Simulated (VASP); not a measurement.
# As (P6_3/mmc) in VASP: a series of runs

Runs on As. Level: BLYP. Tasks: single point.

All numbers are computed with VASP 6.6.1; they aren't measurements. Logs are shortened: lines on timing, memory, paths and dates and some standing lists are left out, and cuts for length are marked.

### 1 The cell of the first run

It takes space group P6_3/mmc (No. 194, hexagonal). The conventional cell has a = 2.978 Å, b = 2.978 Å, c = 11.285 Å, α = 90.00°, β = 90.00°, γ = 120.00°. Within 3.9 Å of As (site symmetry -3m) lie 12 As at 2.98 to 3.30 Å. As (site symmetry -6m2) has 12 As at 2.98 to 3.30 Å within 3.9 Å.

This isn't the form of As at room conditions, which is rhombohedral.

### 2 Single point, BLYP

INCAR

```
SYSTEM = As
PREC = Accurate ; ENCUT = 520
EDIFF = 1E-6 ; ISMEAR = -1
SIGMA = 0.1 ; LREAL = .FALSE.
LASPH = .TRUE. ; NELM = 60
ALGO = Normal ; ISIF = 2
LWAVE = .FALSE. ; LCHARG = .FALSE.
GGA = B5 ; ALDAX = 1.0
AGGAX = 1.0 ; AGGAC = 1.0
ALDAC = 0.0 ; NBANDS = 18
```

KPOINTS

```
Automatic mesh
0
G
  12 12 4
  0 0 0
```

POSCAR

```
As
1.0
    2.9784967899      0.0000000000      0.0000000000
   -1.4892483949      2.5794538852      0.0000000000
    0.0000000000      0.0000000000     11.2847379300
As
4
Direct
    1.0000000000      0.0000000000      0.0000000000
    1.0000000000      0.0000000000      0.5000000000
    0.3333333333      0.6666666667      0.2500000000
    0.6666666667      0.3333333333      0.7500000000
```

Potentials or basis: VASP PAW PBE potentials, release 64 (As).

On the command line:

```
$ cat potpaw_PBE.64/As/POTCAR > POTCAR
$ mpirun -np 1 vasp_std > vasp.out
```

OUTCAR:

```text
SYSTEM = As
   PREC = Accurate
   ENCUT = 520
   EDIFF = 1E-6
   ISMEAR = -1
   LREAL = .FALSE.
   LASPH = .TRUE.
   NELM = 60
   ISIF = 2
   GGA = B5

 ion  position               nearest neighbor table
   1  0.000  0.000  0.000-
   2  0.000  0.000  0.500-
   3  0.333  0.667  0.250-
   4  0.667  0.333  0.750-

  LATTYP: Found a hexagonal cell.
 ALAT       =     2.9784967899
 C/A-ratio  =     3.7887359719

  Lattice vectors:

 A1 = (   2.9784967899,   0.0000000000,   0.0000000000)
 A2 = (  -1.4892483949,   2.5794538852,   0.0000000000)
 A3 = (   0.0000000000,   0.0000000000,  11.2847379300)

Analysis of symmetry for initial positions (statically):
=====================================================================
 Subroutine PRICEL returns:
 Original cell was already a primitive cell.

 Routine SETGRP: Setting up the symmetry group for a
 hexagonal supercell.

 Subroutine GETGRP returns: Found 24 space group operations
 (whereof 12 operations were pure point group operations)
 out of a pool of 24 trial point group operations.

The static configuration has the point symmetry D_3d.
 The point group associated with its full space group is D_6h.

Analysis of symmetry for dynamics (positions and initial velocities):
=====================================================================
 Subroutine PRICEL returns:
 Original cell was already a primitive cell.

 Routine SETGRP: Setting up the symmetry group for a
 hexagonal supercell.

 Subroutine GETGRP returns: Found 24 space group operations
 (whereof 12 operations were pure point group operations)
 out of a pool of 24 trial point group operations.

The dynamic configuration has the point symmetry D_3d.
 The point group associated with its full space group is D_6h.

 Subroutine INISYM returns: Found 24 space group operations
 (whereof 12 operations are pure point group operations),
 and found     1 'primitive' translations

----------------------------------------------------------------------------------------

                                     Primitive cell

  volume of cell :      86.6995

  direct lattice vectors                    reciprocal lattice vectors
     2.978496790  0.000000000  0.000000000     0.335739828  0.193839480  0.000000000
    -1.489248395  2.579453885  0.000000000     0.000000000  0.387678960  0.000000000
     0.000000000  0.000000000 11.284737930     0.000000000  0.000000000  0.088615261

  length of vectors
     2.978496790  2.978496790 11.284737930     0.387678960  0.387678960  0.088615261

  position of ions in fractional coordinates (direct lattice)
     0.000000000  0.000000000  0.000000000
     0.000000000  0.000000000  0.500000000
     0.333333333  0.666666667  0.250000000
     0.666666667  0.333333333  0.750000000

  ion indices of the primitive-cell ions
   primitive index   ion index
                 1           1
                 2           2
                 3           3
                 4           4

----------------------------------------------------------------------------------------

 KPOINTS: Automatic mesh

Automatic generation of k-mesh.
 Grid dimensions read from file:
 generate k-points for:   12   12    4

 Generating k-lattice:

  Cartesian coordinates                     Fractional coordinates (reciprocal lattice)
     0.027978319  0.016153290  0.000000000     0.083333333  0.000000000  0.000000000
     0.000000000  0.032306580  0.000000000     0.000000000  0.083333333  0.000000000
     0.000000000  0.000000000  0.022153815     0.000000000  0.000000000  0.250000000

  Length of vectors
     0.032306580  0.032306580  0.022153815

  Shift w.r.t. Gamma in fractional coordinates (k-lattice)
     0.000000000  0.000000000  0.000000000

 Subroutine IBZKPT returns following result:
 ===========================================

 Found     57 irreducible k-points:

 Following reciprocal coordinates:
            Coordinates               Weight
  0.000000  0.000000  0.000000      1.000000
  0.083333 -0.000000  0.000000      6.000000
  0.166667  0.000000  0.000000      6.000000
  0.250000 -0.000000  0.000000      6.000000
  0.333333 -0.000000  0.000000      6.000000
  0.416667 -0.000000  0.000000      6.000000
[... 16 lines left out ...]
  0.250000 -0.000000  0.250000     12.000000
  0.333333 -0.000000  0.250000     12.000000
 [... further k-points ...]
   k-points           NKPTS =     57   k-points in BZ     NKDIM =     57   number of bands    NBANDS=     18
   number of dos      NEDOS =    301   number of ions     NIONS =      4
   total plane-waves  NPLWV =  48384
   dimension x,y,z NGX =    24 NGY =   24 NGZ =   84
   dimension x,y,z NGXF=    48 NGYF=   48 NGZF=  168
   ions per type =               4
   NGX,Y,Z   is equivalent  to a cutoff of  13.40, 13.40, 12.37 a.u.
   NGXF,Y,Z  is equivalent  to a cutoff of  26.79, 26.79, 24.75 a.u.
 SYSTEM =  As
   PREC   = accura    normal or accurate (medium, high low for compatibility)
   ISTART =      0    job   : 0-new  1-cont  2-samecut
   ICHARG =      2    charge: 1-file 2-atom 10-const
   ISPIN  =      1    spin polarized calculation?
   LNONCOLLINEAR =      F non collinear calculations
   LSORBIT =      F    spin-orbit coupling
   LASPH  =      T    aspherical Exc in radial PAW
   ENCUT  =  520.0 eV  38.22 Ry    6.18 a.u.   5.54  5.54 20.98*2*pi/ulx,y,z
   NELM   =     60;   NELMIN=  2; NELMDL= -5     # of ELM steps
   EDIFF  = 0.1E-05   stopping-criterion for ELM
   LREAL  =      F    real-space projection
   EDIFFG = 0.1E-04   stopping-criterion for IOM
   NSW    =      0    number of steps for IOM
   IBRION =     -1    ionic relax: 0-MD 1-quasi-New 2-CG
   NFREE  =      0    steps in history (QN), initial steepest desc. (CG)
   ISIF   =      2    stress and relaxation
   ISYM   =      2    0-nonsym 1-usesym 2-fastsym
   POTIM  = 0.5000    time-step for ionic-motion
   TEBEG  =    0.0;   TEEND  =   0.0 temperature during run
   PSTRESS=    0.0 pullay stress
   NELECT =      20.0000    total number of electrons
   NUPDOWN=      -1.0000    fix difference up-down
   EMIN   =  10.00;   EMAX   =-10.00  energy-range for DOS
   EFERMI =   0.00;   METHOD = LEGACY
   ISMEAR =    -1;   SIGMA  =   0.10  broadening in eV -4-tet -1-fermi 0-gaus
   EFERMI_NEDOS =   21; number of points for ismear=-14 and -15
   IALGO  =     38    algorithm
   IMIX   =      4    mixing-type and parameters
     AMIX     =   0.40;   BMIX     =  1.00
     AMIX_MAG =   1.60;   BMIX_MAG =  1.00
  volume/ion in A,a.u.               =      21.67       146.27
  Fermi-wavevector in a.u.,A,eV,Ry     =   1.004028  1.897339 13.715669  1.008073
  Thomas-Fermi vector in A             =   2.136618
   LORBIT       =      0    0 simple, 1 ext, 2 COOP (PROOUT), +10 PAW based schemes
   GGA     = B5    functional components
   LHFCALC =     F    Hartree Fock is set to
   AEXX    =    0.0000 exact exchange contribution
   IVDW    =     0    specifies the selected vdW correction
   LEPSILON=     F    determine dielectric tensor
   LRPA    =     F    only Hartree local field effects (RPA)
 non-spin polarized calculation
  energy-cutoff  :      520.00
  volume of cell :       86.70
 maximum number of plane-waves:      2406
 NGX is ok and might be reduce to    24
   NGX = 11   NGY = 11   NGZ = 41

 number of electron      20.0000004 magnetization

 Free energy of the ion-electron system (eV)
  ---------------------------------------------------
  ext. energy  EPLUGINS =         0.00000000
  ---------------------------------------------------
  free energy    TOTEN  =       -13.30057477 eV

  energy without entropy =      -13.22526270  energy(sigma->0) =      -13.26291873

 E-fermi :   5.5483     XC(G=0):  -9.5064

 val. band max:        5.5416069511   @ k =   0.3333   0.0833   0.0000
 cond. band min:       5.6038822558   @ k =   0.1667   0.0833   0.0000
 fundamental gap:      0.0622753047
 Fermi energy:         5.5483482672

 k-point     1 :       0.0000    0.0000    0.0000
  band No.  band energies     occupation
      1      -8.5661      2.00000
      2      -7.6862      2.00000
      3      -7.6476      2.00000
      4      -6.2468      2.00000
      5      -0.2664      2.00000
      6       3.2343      2.00000
[... 10 lines left out ...]
     17      14.2886      0.00000
     18      16.6400      0.00000

 k-point     2 :       0.0833   -0.0000    0.0000
  band No.  band energies     occupation
      1      -8.4226      2.00000
      2      -7.5453      2.00000
      3      -7.5067      2.00000
      4      -6.1130      2.00000
      5      -0.1198      2.00000
      6       3.3567      2.00000
[... 10 lines left out ...]
     17      14.4312      0.00000
     18      16.6609      0.00000

 k-point     3 :       0.1667    0.0000    0.0000
  band No.  band energies     occupation
      1      -7.9952      2.00000
      2      -7.1266      2.00000
      3      -7.0881      2.00000
      4      -5.7183      2.00000
      5       0.3164      2.00000
      6       3.6985      2.00000
[... 10 lines left out ...]
     17      14.8091      0.00000
     18      15.2057      0.00000

 k-point     4 :       0.2500   -0.0000    0.0000
  band No.  band energies     occupation
      1      -7.2957      2.00000
      2      -6.4465      2.00000
      3      -6.4082      2.00000
      4      -5.0907      2.00000
      5       1.0280      2.00000
      6       3.9649      2.00000
[... 10 lines left out ...]
     17      13.9265      0.00000
     18      14.4818      0.00000

 k-point     5 :       0.3333   -0.0000    0.0000
  band No.  band energies     occupation
      1      -6.3564      2.00000
      2      -5.5512      2.00000
      3      -5.5141      2.00000
      4      -4.3163      2.00000
      5       1.9307      2.00000
      6       2.2046      2.00000
[... 10 lines left out ...]
     17      12.8301      0.00000
     18      13.0538      0.00000

 k-point     6 :       0.4167   -0.0000    0.0000
  band No.  band energies     occupation
      1      -5.2777      2.00000
      2      -4.5914      2.00000
      3      -4.5661      2.00000
      4      -3.6746      2.00000
      5       0.6057      2.00000
      6       0.9542      2.00000
[... 10 lines left out ...]
     17      11.6607      0.00000
     18      12.5019      0.00000

 k-point     7 :       0.5000   -0.0000    0.0000
  band No.  band energies     occupation
      1      -4.5496      2.00000
      2      -4.1301      2.00000
      3      -4.0789      2.00000
      4      -3.5622      2.00000
      5      -0.0458      2.00000
      6       0.1911      2.00000
[... 10 lines left out ...]
     17      11.1570      0.00000
     18      12.1425      0.00000

 k-point     8 :       0.0833    0.0833    0.0000
  band No.  band energies     occupation
      1      -8.1371      2.00000
      2      -7.2654      2.00000
      3      -7.2269      2.00000
      4      -5.8486      2.00000
      5       0.1717      2.00000
      6       3.5907      2.00000
[... 10 lines left out ...]
     17      14.7101      0.00000
     18      16.3955      0.00000
[... 229 lines left out ...]
     17      12.4669      0.00000
     18      12.4669      0.00000

 k-point    20 :       0.0000    0.0000    0.2500
  band No.  band energies     occupation
      1      -8.5069      2.00000
      2      -8.0468      2.00000
      3      -7.2210      2.00000
      4      -6.3948      2.00000
      5       0.0155      2.00000
      6       1.8992      2.00000
[... 10 lines left out ...]
     17      14.9168      0.00000
     18      16.6787      0.00000

 k-point    21 :       0.0833   -0.0000    0.2500
  band No.  band energies     occupation
      1      -8.3636      2.00000
      2      -7.9046      2.00000
      3      -7.0818      2.00000
      4      -6.2600      2.00000
      5       0.1603      2.00000
      6       2.0317      2.00000
[... 10 lines left out ...]
     17      15.0113      0.00000
     18      16.6584      0.00000

 k-point    22 :       0.1667    0.0000    0.2500
  band No.  band energies     occupation
      1      -7.9366      2.00000
      2      -7.4819      2.00000
      3      -6.6690      2.00000
      4      -5.8618      2.00000
      5       0.5896      2.00000
      6       2.4152      2.00000
[... 10 lines left out ...]
     17      15.0127      0.00000
     18      15.1814      0.00000

 k-point    23 :       0.2500   -0.0000    0.2500
  band No.  band energies     occupation
      1      -7.2382      2.00000
      2      -6.7929      2.00000
      3      -6.0016      2.00000
      4      -5.2267      2.00000
      5       1.2820      2.00000
      6       2.9472      2.00000
[... 10 lines left out ...]
     17      13.8985      0.00000
     18      14.1305      0.00000

 k-point    24 :       0.3333   -0.0000    0.2500
  band No.  band energies     occupation
      1      -6.3014      2.00000
      2      -5.8773      2.00000
      3      -5.1363      2.00000
      4      -4.4354      2.00000
      5       1.9603      2.00000
      6       2.3956      2.00000
[... 10 lines left out ...]
     17      12.6902      0.00000
     18      13.1351      0.00000

 [... further k-points ...]

------------------------ aborting loop because EDIFF is reached ----------------------------------------

  FORCE on cell =-STRESS in cart. coord.  units (eV):
  Direction    XX          YY          ZZ          XY          YZ          ZX
  --------------------------------------------------------------------------------------
  -------------------------------------------------------------------------------------
  Total        0.1229134      0.1229134      0.1006957      0.0000000      0.0000000     -0.0000000
  in kB        2.2713984      2.2713984      1.8608241      0.0000000      0.0000000     -0.0000000
  external PRESSURE =       2.1345403 kB  Pullay stress =       0.0000000 kB

 VOLUME and BASIS-vectors are now :
 -----------------------------------------------------------------------------
  energy-cutoff  :      520.00
  volume of cell :       86.70
      direct lattice vectors                 reciprocal lattice vectors
     2.978496790  0.000000000  0.000000000     0.335739828  0.193839480  0.000000000
    -1.489248395  2.579453885  0.000000000     0.000000000  0.387678960  0.000000000
     0.000000000  0.000000000 11.284737930     0.000000000  0.000000000  0.088615261

 POSITION                                       TOTAL-FORCE (eV/Angst)
 -----------------------------------------------------------------------------------
      0.00000      0.00000      0.00000         0.000000     -0.000000     -0.000000
      0.00000      0.00000      5.64237         0.000000     -0.000000     -0.000000
     -0.00000      1.71964      2.82118        -0.000000      0.000000     -0.000000
      1.48925      0.85982      8.46355         0.000000      0.000000      0.000000
 -----------------------------------------------------------------------------------
    total drift:                               -0.000000      0.000000      0.000000

  FREE ENERGIE OF THE ION-ELECTRON SYSTEM (eV)
  ---------------------------------------------------
  free  energy   TOTEN  =       -13.3005747652 eV

  energy  without entropy=      -13.2252626993  energy(sigma->0) =      -13.26291873
```

Run time: 66 s. Hardware: 1 thread of AMD EPYC 9R14 (Zen 4), shared host; peak memory 0.2 GiB.

What came out:

| Property | Result |
| --- | --- |
| Free energy | -13.3006 eV |
| Pressure | 0.2 GPa |
| Band gap on the k mesh | zero (bands 10 and 11 overlap by 7.57 eV) |

Caveat: the PAW data sets were made with another functional, which shifts forces and pressure a little.

### 3 Single point, BLYP (19.07 Å³/atom)

This run uses another cell than the first one, of 19.07 Å³/atom.

INCAR

```
SYSTEM = As
PREC = Accurate
ENCUT = 520
EDIFF = 1E-6
ISMEAR = -1
SIGMA = 0.1
LREAL = .False.
LASPH = .True.
NELM = 60
ALGO = Normal
ISIF = 2
LWAVE = .False.
LCHARG = .True.
GGA = B5
ALDAX = 1.0
AGGAX = 1.0
AGGAC = 1.0
ALDAC = 0.0
LELF = .True.
LVHAR = .True.
NBANDS = 18
```

KPOINTS

```
Automatic mesh
0
Gamma
  14 14 4
  0 0 0
```

POSCAR

```
As
1.0
    2.8542457327      0.0000000000      0.0000000000
   -1.4271228663      2.4718493132      0.0000000000
    0.0000000000      0.0000000000     10.8139834799
As
4
Direct
    1.0000000000      0.0000000000      0.0000000000
    1.0000000000      0.0000000000      0.5000000000
    0.3333333333      0.6666666667      0.2500000000
    0.6666666667      0.3333333333      0.7500000000
```

Potentials or basis: VASP PAW PBE potentials, release 64 (As).

On the command line:

```
$ cat potpaw_PBE.64/As/POTCAR > POTCAR
$ mpirun -np 1 vasp_std > vasp.out
```

Wall time 76 s (1 thread of AMD EPYC 9R14 (Zen 4), shared host); peak memory 0.21 GiB.

Results (log left out):

| Quantity | Value |
| --- | --- |
| Free energy | -12.9552 eV |
| Pressure | 10.6 GPa |
| Band gap on the k mesh | zero (bands 10 and 11 overlap by 8.70 eV) |

Stress tensor (GPa, compression positive):
```
12.04  0.00  0.00
 0.00 12.04  0.00
 0.00  0.00  7.81
```

Levels at points of the mesh, in eV from the Fermi level:
```
           k point  band 8  band 9  band 10  band 11  band 12  band 13
(0.00, 0.00, 0.00)    3.21    5.73     5.73     6.20     6.20     6.20
(0.50, 0.00, 0.00)   -4.87   -1.65    -0.76     1.13     1.87     2.10
(0.00, 0.00, 0.50)    0.89    5.86     5.86     5.86     5.86     6.58
(0.50, 0.00, 0.50)   -5.37   -0.76    -0.76     0.99     0.99     2.11
```

Caveat: the cell stands under pressure; the PAW data sets were made with another functional, which shifts forces and pressure a little.

[end of part 1 of 3]
